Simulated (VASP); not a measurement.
A run of VASP 6.6.1 is set up as follows.

INCAR

```
SYSTEM = Se
PREC = Accurate
ENCUT = 600
EDIFF = 1E-6
ISMEAR = -1
SIGMA = 0.1
LREAL = .FALSE.
LASPH = .TRUE.
NELM = 60
ALGO = Normal
ISIF = 3
LWAVE = .FALSE.
LCHARG = .FALSE.
GGA = B5
ALDAX = 1.0
AGGAX = 1.0
AGGAC = 1.0
ALDAC = 0.0
IBRION = 2
NSW = 80
EDIFFG = -0.01
```

Contents of KPOINTS:

```
Automatic mesh
0
G
  5 5 5
  0 0 0
```

Contents of POSCAR:

```
Se
1.0
    5.5877784105      0.0000000000      0.0000000000
    0.0000000000      5.5877784105      0.0000000000
    0.0000000000      0.0000000000      5.5877784105
Se
8
Direct
    0.0000000000      0.0000000000      0.0000000000
    0.5000000000      0.5000000000      0.5000000000
    0.2500000000      0.0000000000      0.5000000000
    0.7500000000      0.0000000000      0.5000000000
    0.5000000000      0.2500000000      0.0000000000
    0.5000000000      0.7500000000      0.0000000000
    0.0000000000      0.5000000000      0.2500000000
    0.0000000000      0.5000000000      0.7500000000
```

Potentials or basis: VASP PAW PBE potentials, release 64 (Se).

The run is started by

```sh
$ cat potpaw_PBE.64/Se/POTCAR > POTCAR
$ mpirun -np 1 vasp_std > vasp.out
```

Q: Estimate the relaxed cell.

A: a = 5.731 Å, b = 5.731 Å, c = 5.731 Å, α = 90.00°, β = 90.00°, γ = 90.00°.

Q: Estimate the relaxed volume.

A: 23.53 Å³/atom.

Q: What does it give for the space group after relaxing (to 0.1 Å)?

A: Pm-3n (No. 223).

Q: Predict the band gap on the k mesh.

A: Zero (bands 24 and 25 overlap by 0.37 eV).

The path:
```tsv
step	energy change (eV)	largest force (eV/Å)	pressure (GPa)	volume (Å³)
1	0.0000	0.0000	4.24	174.47
2	-0.1691	0.0000	-0.27	189.44
3	-0.1701	0.0000	0.01	188.28
```

Caveat: the PAW data sets were made with another functional, which shifts forces and pressure a little.
